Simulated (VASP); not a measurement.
Wanted: the native input for a VASP 6.6.1 run.

```
Task                   : single point
Functional             : PBE
Potentials or basis    : VASP PAW PBE potentials, release 64 (Si, S)
Cutoff                 : 520 eV
k mesh                 : 5 × 5 × 5
Occupations            : gaussian, width 0.2 eV
Spin                   : no spin polarisation
Dipole correction      : no
Further INCAR settings : ALGO = Normal; EDIFF = 1e-06; NBANDS = 19
```

The structure of Si4S lies in POSCAR:

```
Si4S
1.0
    1.9542632721      1.1282944279      8.1186486050
   -1.9542632721      1.1282944279      8.1186486050
    0.0000000000     -2.2565888507      8.1186486057
Si S
4 1
Direct
    0.9126571324      0.9126571324      0.9126571324
    0.0873428676      0.0873428676      0.0873428676
    0.4513678373      0.4513678373      0.4513678373
    0.5486321627      0.5486321627      0.5486321627
    0.0000000000      0.0000000000      0.0000000000
```

These files were run (other wordings do the same):

INCAR

```
ALGO = Normal
EDIFF = 1E-6
ENCUT = 520
GGA = PE
ISIF = 2
ISMEAR = 0
LASPH = True
LCHARG = False
LREAL = False
LWAVE = False
NBANDS = 19
NELM = 100
PREC = Accurate
SIGMA = 0.2
```

KPOINTS

```
k-points
0
Gamma
  5 5 5
```

Potentials or basis: VASP PAW PBE potentials, release 64 (Si, S).

Command:

```console
$ cat potpaw_PBE.64/Si/POTCAR potpaw_PBE.64/S/POTCAR > POTCAR
$ mpirun -np 1 vasp_std > vasp.out
```

Results of the run:

```
Pressure               : -0.1 GPa
Largest force          : 0.039 eV/Å
Band gap on the k mesh : 0.15 eV (least direct gap 0.73 eV)
```

Caveat: semilocal functionals underestimate gaps, and a narrow one can read as zero.

Run time: 4.5 min on 1 thread of Intel Xeon 8259CL (shared host), peak memory 0.51 GiB.
